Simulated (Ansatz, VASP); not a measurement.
**One calculation of Sb, two programs**

```xyz
1
Lattice="-1.5050 1.5050 2.4304 1.5050 -1.5050 2.4304 1.5050 1.5050 -2.4304" Properties=species:S:1:pos:R:3 pbc="T T T"
Sb    0.0000    0.0000    0.0000
```

Change from the starting cell: zz strain of -2 %, crystal datasets.

Alike in both runs: task electric field gradients; functional PBEsol; k mesh 19 × 19 × 19; occupations fermi-dirac, width 0.05 eV; no spin polarisation.

|  | VASP | Ansatz |
| --- | --- | --- |
| version | VASP 6.6.1 | Ansatz 0.2.0 |
| potentials or method | VASP PAW PBE potentials, release 64 (Sb), cutoff 520 eV | all-electron PAW with datasets made for the crystal, scalar-relativistic |

```tsv
	VASP	Ansatz	Ansatz less VASP
pressure (GPa)	17.9	17.7	-0.24
traceless stress, the component that is largest in VASP (GPa)	-0.56	-0.46	+0.107
size of Vzz on the site where it differs most (V/Å²)	30.5	31.1	+0.62
```

VASP's potentials were made for PBE, not for PBEsol. Ansatz ran all-electron here, and VASP with PAW potentials.

Spin-orbit coupling is off throughout.
